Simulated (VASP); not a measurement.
# Au (P-1) in VASP: single point with PBEsol

Aim: the single point of Au with PBEsol.

Program: VASP 6.6.1. These are calculated values, not measurements. Logs are shortened: lines on timing, memory, paths and dates and some standing lists are left out, and cuts for length are marked.

### 1 The cell of the first run

The typed cell holds 2 atoms: a = 2.780 Å, b = 2.978 Å, c = 4.128 Å, α = 89.96°, β = 90.04°, γ = 91.71°.

### 2 Single point, PBEsol

File INCAR:

```
ALGO = Fast
EDIFF = 1E-6
ENCUT = 520
GGA = PS
ISIF = 2
ISMEAR = 0
LASPH = True
LCHARG = True
LELF = True
LREAL = False
LVHAR = True
LWAVE = False
NBANDS = 18
NELM = 80
PREC = Accurate
SIGMA = 0.1
```

File KPOINTS:

```
k-points
0
Gamma
  8 8 4
```

File POSCAR:

```
Au
1.0
    2.7591137266     -0.0597419990      0.3339258172
   -0.0725374660      2.9516738329      0.3856227704
   -0.5059505464     -0.5404441526      4.0613336124
Au
2
Direct
    0.2499237993      0.2500344172      0.7501894227
    0.7500762007      0.7499655828      0.2498105773
```

Potentials or basis: VASP PAW PBE potentials, release 64 (Au).

Run with:

```bash
$ cat potpaw_PBE.64/Au/POTCAR > POTCAR
$ mpirun -np 1 vasp_std > vasp.out
```

OUTCAR:

```text
EDIFF = 1E-6
   ENCUT = 520
   GGA = PS
   ISIF = 2
   ISMEAR = 0
   LASPH = True
   LREAL = False
   NELM = 80
   PREC = Accurate

 ion  position               nearest neighbor table
   1  0.250  0.250  0.750-   2 2.88   2 2.88   2 2.88   2 2.88   2 2.92   2 2.92   2 2.92   2 2.92

   2  0.750  0.750  0.250-   1 2.88   1 2.88   1 2.88   1 2.88   1 2.92   1 2.92   1 2.92   1 2.92

  LATTYP: Found a triclinic cell.
 ALAT       =     2.7798892270
 B/A-ratio  =     1.0711365112
 C/A-ratio  =     1.4850433004
 COS(alpha) =     0.0006205612
 COS(beta)  =     0.0006538582
 COS(gamma) =     0.0299254925

  Lattice vectors:

 A1 = (   2.7591137266,  -0.0597419990,   0.3339258172)
 A2 = (   0.0725374660,  -2.9516738329,  -0.3856227704)
 A3 = (   0.5059505464,   0.5404441526,  -4.0613336124)

Analysis of symmetry for initial positions (statically):
=====================================================================
 Subroutine PRICEL returns:
 Original cell was already a primitive cell.

 Routine SETGRP: Setting up the symmetry group for a
 triclinic supercell.

 Subroutine GETGRP returns: Found  2 space group operations
 (whereof  2 operations were pure point group operations)
 out of a pool of  2 trial point group operations.

The static configuration has the point symmetry S_2 .

Analysis of symmetry for dynamics (positions and initial velocities):
=====================================================================
 Subroutine PRICEL returns:
 Original cell was already a primitive cell.

 Routine SETGRP: Setting up the symmetry group for a
 triclinic supercell.

 Subroutine GETGRP returns: Found  2 space group operations
 (whereof  2 operations were pure point group operations)
 out of a pool of  2 trial point group operations.

The dynamic configuration has the point symmetry S_2 .

 Subroutine INISYM returns: Found  2 space group operations
 (whereof  2 operations are pure point group operations),
 and found     1 'primitive' translations

----------------------------------------------------------------------------------------

                                     Primitive cell

  volume of cell :      34.1564

  direct lattice vectors                    reciprocal lattice vectors
     2.759113727 -0.059741999  0.333925817     0.357067811  0.002912862  0.044870210
    -0.072537466  2.951673833  0.385622770     0.001819981  0.333016412  0.044541427
    -0.505950546 -0.540444153  4.061333612    -0.029531183 -0.031859336  0.238306079

  length of vectors
     2.779889227  2.977640848  4.128255872     0.359887819  0.335986877  0.242233143

  position of ions in fractional coordinates (direct lattice)
     0.249923799  0.250034417  0.750189423
     0.750076201  0.749965583  0.249810577

  ion indices of the primitive-cell ions
   primitive index   ion index
                 1           1
                 2           2

----------------------------------------------------------------------------------------

 KPOINTS: k-points

Automatic generation of k-mesh.
 Grid dimensions read from file:
 generate k-points for:    8    8    4

 Generating k-lattice:

  Cartesian coordinates                     Fractional coordinates (reciprocal lattice)
     0.044633476  0.000364108  0.005608776     0.125000000  0.000000000  0.000000000
     0.000227498  0.041627051  0.005567678     0.000000000  0.125000000  0.000000000
    -0.007382796 -0.007964834  0.059576520     0.000000000 -0.000000000  0.250000000

  Length of vectors
     0.044985977  0.041998360  0.060558286

  Shift w.r.t. Gamma in fractional coordinates (k-lattice)
     0.000000000  0.000000000  0.000000000

 Subroutine IBZKPT returns following result:
 ===========================================

 Found    132 irreducible k-points:

 Following reciprocal coordinates:
            Coordinates               Weight
  0.000000  0.000000  0.000000      1.000000
  0.125000  0.000000 -0.000000      2.000000
  0.250000  0.000000 -0.000000      2.000000
  0.375000  0.000000 -0.000000      2.000000
  0.500000  0.000000 -0.000000      1.000000
 -0.000000  0.125000  0.000000      2.000000
[... 16 lines left out ...]
  0.125000  0.375000 -0.000000      2.000000
  0.250000  0.375000 -0.000000      2.000000
 [... further k-points ...]
   k-points           NKPTS =    132   k-points in BZ     NKDIM =    132   number of bands    NBANDS=     18
   number of dos      NEDOS =    301   number of ions     NIONS =      2
   total plane-waves  NPLWV =  18432
   dimension x,y,z NGX =    24 NGY =   24 NGZ =   32
   dimension x,y,z NGXF=    48 NGYF=   48 NGZF=   64
   ions per type =               2
   NGX,Y,Z   is equivalent  to a cutoff of  14.35, 13.40, 12.89 a.u.
   NGXF,Y,Z  is equivalent  to a cutoff of  28.71, 26.80, 25.77 a.u.
 SYSTEM =  unknown system
   PREC   = accura    normal or accurate (medium, high low for compatibility)
   ISTART =      0    job   : 0-new  1-cont  2-samecut
   ICHARG =      2    charge: 1-file 2-atom 10-const
   ISPIN  =      1    spin polarized calculation?
   LNONCOLLINEAR =      F non collinear calculations
   LSORBIT =      F    spin-orbit coupling
   LASPH  =      T    aspherical Exc in radial PAW
   ENCUT  =  520.0 eV  38.22 Ry    6.18 a.u.   5.17  5.54  7.68*2*pi/ulx,y,z
   NELM   =     80;   NELMIN=  2; NELMDL= -5     # of ELM steps
   EDIFF  = 0.1E-05   stopping-criterion for ELM
   LREAL  =      F    real-space projection
   EDIFFG = 0.1E-04   stopping-criterion for IOM
   NSW    =      0    number of steps for IOM
   IBRION =     -1    ionic relax: 0-MD 1-quasi-New 2-CG
   NFREE  =      0    steps in history (QN), initial steepest desc. (CG)
   ISIF   =      2    stress and relaxation
   ISYM   =      2    0-nonsym 1-usesym 2-fastsym
   POTIM  = 0.5000    time-step for ionic-motion
   TEBEG  =    0.0;   TEEND  =   0.0 temperature during run
   PSTRESS=    0.0 pullay stress
   NELECT =      22.0000    total number of electrons
   NUPDOWN=      -1.0000    fix difference up-down
   EMIN   =  10.00;   EMAX   =-10.00  energy-range for DOS
   EFERMI =   0.00;   METHOD = LEGACY
   ISMEAR =     0;   SIGMA  =   0.10  broadening in eV -4-tet -1-fermi 0-gaus
   EFERMI_NEDOS =   21; number of points for ismear=-14 and -15
   IALGO  =     68    algorithm
   IMIX   =      4    mixing-type and parameters
     AMIX     =   0.40;   BMIX     =  1.00
     AMIX_MAG =   1.60;   BMIX_MAG =  1.00
  volume/ion in A,a.u.               =      17.08       115.25
  Fermi-wavevector in a.u.,A,eV,Ry     =   1.413813  2.671718 27.196221  1.998866
  Thomas-Fermi vector in A             =   2.535419
   LORBIT       =      0    0 simple, 1 ext, 2 COOP (PROOUT), +10 PAW based schemes
   GGA     = PS    functional components
   LHFCALC =     F    Hartree Fock is set to
   AEXX    =    0.0000 exact exchange contribution
   IVDW    =     0    specifies the selected vdW correction
   LEPSILON=     F    determine dielectric tensor
   LRPA    =     F    only Hartree local field effects (RPA)
 non-spin polarized calculation
 RMM-DIIS sequential band-by-band and
 Gauss-broadening in eV      SIGMA  =   0.10
  energy-cutoff  :      520.00
  volume of cell :       34.16
 maximum number of plane-waves:       934
 NGX is ok and might be reduce to    24
   NGX = 11   NGY = 11   NGZ = 15

 number of electron      21.9999997 magnetization

 Free energy of the ion-electron system (eV)
  ---------------------------------------------------
  ext. energy  EPLUGINS =         0.00000000
  ---------------------------------------------------
  free energy    TOTEN  =        -7.83835464 eV

  energy without entropy =       -7.83667973  energy(sigma->0) =       -7.83751718

 E-fermi :   9.2641     XC(G=0): -12.8689

 val. band max:        9.2117722437   @ k =  -0.1250   0.1250   0.2500
 cond. band min:       9.3623559828   @ k =   0.5000  -0.0000   0.2500
 fundamental gap:      0.1505837390
 Fermi energy:         9.2640902352

 k-point     1 :       0.0000    0.0000    0.0000
  band No.  band energies     occupation
      1      -0.6608      2.00000
      2       2.0844      2.00000
      3       2.5344      2.00000
      4       4.2966      2.00000
      5       4.3529      2.00000
      6       4.9656      2.00000
[... 10 lines left out ...]
     17      26.1798      0.00000
     18      26.6650      0.00000

 k-point     2 :       0.1250    0.0000   -0.0000
  band No.  band energies     occupation
      1      -0.2600      2.00000
      2       2.4265      2.00000
      3       2.7168      2.00000
      4       4.4060      2.00000
      5       4.6202      2.00000
      6       4.7795      2.00000
[... 10 lines left out ...]
     17      26.4830      0.00000
     18      26.8461      0.00000

 k-point     3 :       0.2500    0.0000   -0.0000
  band No.  band energies     occupation
      1       0.8342      2.00000
      2       2.9926      2.00000
      3       3.4712      2.00000
      4       4.2736      2.00000
      5       4.8266      2.00000
      6       5.1375      2.00000
[... 10 lines left out ...]
     17      25.0038      0.00000
     18      26.0133      0.00000

 k-point     4 :       0.3750    0.0000   -0.0000
  band No.  band energies     occupation
      1       2.2857      2.00000
      2       3.5199      2.00000
      3       3.9169      2.00000
      4       4.2320      2.00000
      5       4.3044      2.00000
      6       4.9910      2.00000
[... 375 lines left out ...]
      4       3.9945      2.00000
      5       4.3658      2.00000
      6       4.5930      2.00000
[... 10 lines left out ...]
     17      25.4215      0.00000
     18      26.8958      0.00000

 k-point    23 :       0.1250    0.3750   -0.0000
  band No.  band energies     occupation
      1       2.1679      2.00000
      2       3.2695      2.00000
      3       3.7265      2.00000
      4       3.8125      2.00000
      5       4.1874      2.00000
      6       4.3941      2.00000
[... 10 lines left out ...]
     17      22.2728      0.00000
     18      26.2790      0.00000

 k-point    24 :       0.2500    0.3750   -0.0000
  band No.  band energies     occupation
      1       2.5371      2.00000
      2       3.1980      2.00000
      3       3.2192      2.00000
      4       3.4713      2.00000
      5       4.5689      2.00000
      6       5.1524      2.00000
[... 10 lines left out ...]
     17      21.4034      0.00000
     18      23.8666      0.00000

 [... further k-points ...]
[... 5 lines left out ...]
  --------------------------------------------------------------------------------------
  -------------------------------------------------------------------------------------
  Total       -0.0390881     -0.0553758     -0.0480865      0.0029743     -0.0048619      0.0041262
  in kB       -1.8335104     -2.5975199     -2.2556014      0.1395152     -0.2280596      0.1935488
  external PRESSURE =      -2.2288772 kB  Pullay stress =       0.0000000 kB

 VOLUME and BASIS-vectors are now :
 -----------------------------------------------------------------------------
  energy-cutoff  :      520.00
  volume of cell :       34.16
      direct lattice vectors                 reciprocal lattice vectors
     2.759113727 -0.059741999  0.333925817     0.357067811  0.002912862  0.044870210
    -0.072537466  2.951673833  0.385622770     0.001819981  0.333016412  0.044541427
    -0.505950546 -0.540444153  4.061333612    -0.029531183 -0.031859336  0.238306079

 POSITION                                       TOTAL-FORCE (eV/Angst)
 -----------------------------------------------------------------------------------
      0.29187      0.31765      3.22664         0.002239      0.001188     -0.012222
      1.88875      2.03383      1.55424        -0.002239     -0.001188      0.012222
 -----------------------------------------------------------------------------------
    total drift:                                0.000000      0.000000     -0.000000

  FREE ENERGIE OF THE ION-ELECTRON SYSTEM (eV)
  ---------------------------------------------------
  free  energy   TOTEN  =        -7.8383546394 eV

  energy  without entropy=       -7.8366797259  energy(sigma->0) =       -7.83751718
```

Run time: 52 s. Hardware: 1 thread of Intel Xeon Platinum 8488C (Sapphire Rapids), shared host; peak memory 0.19 GiB.

What came out:

```yaml
Free_energy: -7.8384 eV
Pressure: -0.2 GPa
Largest_force: 0.012 eV/Å
Band_gap_on_the_k_mesh: zero (band 11 reaches 14.12 eV, above the bottom of band 12 at 6.70 eV)
```

Forces in eV/Å, atoms in the order of the input:
```
Au   0.002  0.001 -0.012
Au  -0.002 -0.001  0.012
```

Caveat: the k points lie up to 0.38 Å⁻¹ apart; the PAW data sets were made with another functional, which shifts forces and pressure a little; spin-orbit coupling is left out, which moves the levels of the heavy elements.
